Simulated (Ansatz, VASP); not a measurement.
## BP: VASP beside Ansatz

File INCAR:

```
SYSTEM = BP
PREC = Accurate
ENCUT = 500
EDIFF = 1E-6
ISMEAR = 0
SIGMA = 0.01
LREAL = .FALSE.
LASPH = .TRUE.
NELM = 120
ALGO = Normal
ISIF = 2
LWAVE = .FALSE.
LCHARG = .FALSE.
GGA = PE
NBANDS = 11
GGA_COMPAT = .FALSE.
```

KPOINTS

```
regular mesh
0
G
  8 8 8
  0 0 0
```

File POSCAR:

```
BP
1.0
    0.0000000000      2.2512451084      2.2512451084
    2.2512451084      0.0000000000      2.2512451084
    2.2512451084      2.2512451084      0.0000000000
B P
1 1
Direct
    0.0000000000      0.0000000000      0.0000000000
    0.2500000000      0.2500000000      0.2500000000
```

Input for Ansatz:

```yaml
crystal:
  lattice:
    - [0.0, 2.2512451084, 2.2512451084]
    - [2.2512451084, 0.0, 2.2512451084]
    - [2.2512451084, 2.2512451084, 0.0]
  atoms:
    - { symbol: B, position: [0.0, 0.0, 0.0] }
    - { symbol: P, position: [0.25, 0.25, 0.25] }
kpoints:
  mp_grid: { grid: [8, 8, 8] }
hamiltonian:
  xc: pbe
scf:
  occupations: { method: fixed }
  n_extra_bands: 4
output:
  forces: true
  stress: true
  eigenvalues: true
```

Alike in both runs: task single point; functional PBE; k mesh 8 × 8 × 8; no spin polarisation.

|  | VASP | Ansatz |
| --- | --- | --- |
| version | VASP 6.6.1 | Ansatz 0.2.0 |
| potentials or method | VASP PAW PBE potentials, release 64 (B, P) | plane waves, PAW |
| plane-wave cutoff (eV) | 500 | 420 |
| occupations | gaussian, width 0.01 eV | fixed |
| valence electrons in the cell | 8 | 8 |

|  | VASP | Ansatz | Ansatz less VASP |
| --- | --- | --- | --- |
| gap on the k mesh at the Fermi level (eV) | 1.24 | 1.24 | +0.005 |
| pressure (GPa) | 5.0 | 5.2 | +0.26 |
